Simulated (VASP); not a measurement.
# CdS (P6_3mc) in VASP: notebook, part 2 of 2

VASP 6.6.1. The steps go on from the part before.

**4. Single point, PBE**

This run uses another cell than the first one, of 24.41 Å³/atom, 1.097 times its volume.

File INCAR:

```
SYSTEM = CdS
PREC = Accurate
ENCUT = 520
EDIFF = 1E-7
ISMEAR = 0
SIGMA = 0.02
LREAL = .FALSE.
LASPH = .TRUE.
NELM = 100
ALGO = Normal
ISIF = 2
LWAVE = .FALSE.
LCHARG = .FALSE.
GGA = PE
NBANDS = 26
```

File KPOINTS:

```
regular mesh
0
G
  9 9 4
  0 0 0
```

File POSCAR:

```
CdS
1.0
    4.1066539019      0.0000000000      0.0000000000
   -2.0533269510      3.5564666036      0.0000000000
    0.0000000000      0.0000000000      6.6850402994
Cd S
2 2
Direct
    0.6666666667      0.3333333333      0.5002928201
    0.3333333333      0.6666666667      0.0002928201
    0.6666666667      0.3333333333      0.8767071799
    0.3333333333      0.6666666667      0.3767071799
```

Potentials or basis: VASP PAW PBE potentials, release 64 (Cd, S).

On the command line:

```sh
$ cat potpaw_PBE.64/Cd/POTCAR potpaw_PBE.64/S/POTCAR > POTCAR
$ mpirun -np 1 vasp_std > vasp.out
```

OUTCAR:

```text
SYSTEM = CdS
   PREC = Accurate
   ENCUT = 520
   EDIFF = 1E-7
   ISMEAR = 0
   LREAL = .FALSE.
   LASPH = .TRUE.
   NELM = 100
   ISIF = 2
   GGA = PE

 ion  position               nearest neighbor table
   1  0.667  0.333  0.500-   4 2.51   4 2.51   4 2.51   3 2.52
   2  0.333  0.667  0.000-   3 2.51   3 2.51   3 2.51   4 2.52
   3  0.667  0.333  0.877-   2 2.51   2 2.51   2 2.51   1 2.52
   4  0.333  0.667  0.377-   1 2.51   1 2.51   1 2.51   2 2.52

  LATTYP: Found a hexagonal cell.
 ALAT       =     4.1066539019
 C/A-ratio  =     1.6278557821

  Lattice vectors:

 A1 = (   4.1066539019,   0.0000000000,   0.0000000000)
 A2 = (  -2.0533269510,   3.5564666036,   0.0000000000)
 A3 = (   0.0000000000,   0.0000000000,   6.6850402994)

Analysis of symmetry for initial positions (statically):
=====================================================================
 Subroutine PRICEL returns:
 Original cell was already a primitive cell.

 Routine SETGRP: Setting up the symmetry group for a
 hexagonal supercell.

 Subroutine GETGRP returns: Found 12 space group operations
 (whereof  6 operations were pure point group operations)
 out of a pool of 24 trial point group operations.

The static configuration has the point symmetry C_3v.
 The point group associated with its full space group is C_6v.

Analysis of symmetry for dynamics (positions and initial velocities):
=====================================================================
 Subroutine PRICEL returns:
 Original cell was already a primitive cell.

 Routine SETGRP: Setting up the symmetry group for a
 hexagonal supercell.

 Subroutine GETGRP returns: Found 12 space group operations
 (whereof  6 operations were pure point group operations)
 out of a pool of 24 trial point group operations.
[... 121 lines left out ...]
   ISMEAR =     0;   SIGMA  =   0.02  broadening in eV -4-tet -1-fermi 0-gaus
   EFERMI_NEDOS =   21; number of points for ismear=-14 and -15
   IALGO  =     38    algorithm
   IMIX   =      4    mixing-type and parameters
     AMIX     =   0.40;   BMIX     =  1.00
     AMIX_MAG =   1.60;   BMIX_MAG =  1.00
  volume/ion in A,a.u.               =      24.41       164.72
  Fermi-wavevector in a.u.,A,eV,Ry     =   1.173921  2.218388 18.750046  1.378089
  Thomas-Fermi vector in A             =   2.310326
   LORBIT       =      0    0 simple, 1 ext, 2 COOP (PROOUT), +10 PAW based schemes
   GGA     = PE    functional components
   LHFCALC =     F    Hartree Fock is set to
   AEXX    =    0.0000 exact exchange contribution
   IVDW    =     0    specifies the selected vdW correction
   LEPSILON=     F    determine dielectric tensor
   LRPA    =     F    only Hartree local field effects (RPA)
 non-spin polarized calculation
 Gauss-broadening in eV      SIGMA  =   0.02
  energy-cutoff  :      520.00
  volume of cell :       97.64
 maximum number of plane-waves:      2649
 NGX is ok and might be reduce to    32
   NGX = 15   NGY = 15   NGZ = 25

 number of electron      35.9999996 magnetization

 Free energy of the ion-electron system (eV)
  ---------------------------------------------------
  ext. energy  EPLUGINS =         0.00000000
  ---------------------------------------------------
  free energy    TOTEN  =       -12.20858311 eV

  energy without entropy =      -12.20858311  energy(sigma->0) =      -12.20858311

 E-fermi :   1.5630     XC(G=0):  -9.2200

 val. band max:        1.4533216938   @ k =   0.0000   0.0000   0.0000
 cond. band min:       2.7192374201   @ k =   0.0000   0.0000   0.0000
 fundamental gap:      1.2659157263
 Fermi energy:         1.5629734055

 k-point     1 :       0.0000    0.0000    0.0000
  band No.  band energies     occupation
      1     -11.0220      2.00000
      2     -10.5744      2.00000
      3      -6.3147      2.00000
      4      -6.3073      2.00000
      5      -6.3073      2.00000
      6      -6.2188      2.00000
[... 685 lines left out ...]
     25      10.8184      0.00000
     26      11.0114      0.00000

 [... further k-points ...]

------------------------ aborting loop because EDIFF is reached ----------------------------------------

  FORCE on cell =-STRESS in cart. coord.  units (eV):
  Direction    XX          YY          ZZ          XY          YZ          ZX
  --------------------------------------------------------------------------------------
  -------------------------------------------------------------------------------------
  Total        2.6656967      2.6656967      2.6649030     -0.0000000     -0.0000000      0.0000000
  in kB       43.7431900     43.7431900     43.7301656     -0.0000000     -0.0000000      0.0000000
  external PRESSURE =      43.7388486 kB  Pullay stress =       0.0000000 kB

 VOLUME and BASIS-vectors are now :
 -----------------------------------------------------------------------------
  energy-cutoff  :      520.00
  volume of cell :       97.64
      direct lattice vectors                 reciprocal lattice vectors
     4.106653902  0.000000000  0.000000000     0.243507250  0.140588977  0.000000000
    -2.053326951  3.556466604  0.000000000     0.000000000  0.281177953  0.000000000
     0.000000000  0.000000000  6.685040299     0.000000000  0.000000000  0.149587729

 POSITION                                       TOTAL-FORCE (eV/Angst)
 -----------------------------------------------------------------------------------
      2.05333      1.18549      3.34448         0.000000      0.000000      0.003074
     -0.00000      2.37098      0.00196        -0.000000     -0.000000      0.003074
      2.05333      1.18549      5.86082        -0.000000     -0.000000     -0.003074
     -0.00000      2.37098      2.51830         0.000000      0.000000     -0.003074
 -----------------------------------------------------------------------------------
    total drift:                               -0.000000     -0.000000      0.000097

  FREE ENERGIE OF THE ION-ELECTRON SYSTEM (eV)
  ---------------------------------------------------
  free  energy   TOTEN  =       -12.2085831053 eV

  energy  without entropy=      -12.2085831053  energy(sigma->0) =      -12.20858311
```

Run time: 83 s. Hardware: 1 thread of Intel Xeon Platinum 8488C (Sapphire Rapids), shared host; peak memory 0.25 GiB.

What came out:

```
Free energy            : -12.2086 eV
Pressure               : 4.4 GPa
Largest force          : 0.003 eV/Å
Band gap on the k mesh : 1.27 eV, direct
```

Forces in eV/Å, atoms in the order of the input:
```
Cd   0.000  0.000  0.003
Cd   0.000  0.000  0.003
S    0.000  0.000 -0.003
S    0.000  0.000 -0.003
```

**5. Overview**

```csv
cell,k mesh,smearing,gap on the mesh (eV),pressure (GPa)
"a = 3.979, b = 3.979, c = 6.490 Å, angles 90.0, 90.0, 120.0°, 4 atoms",9 × 9 × 4,gaussian 0.02 eV,1.47,12.6
"a = 2.525, b = 2.525, c = 9.157 Å, angles 90.0, 90.0, 120.0°, 4 atoms",15 × 15 × 6,gaussian 0.1 eV,none,92.7
"a = 4.107, b = 4.107, c = 6.685 Å, angles 90.0, 90.0, 120.0°, 4 atoms",9 × 9 × 4,gaussian 0.02 eV,1.27,4.4
```

Alike in all rows: task single point; level PBE; potentials or basis VASP PAW PBE potentials, release 64 (Cd, S); no spin polarisation; cutoff (eV) 520.

Absolute energies hang on the potentials; compare differences alone.
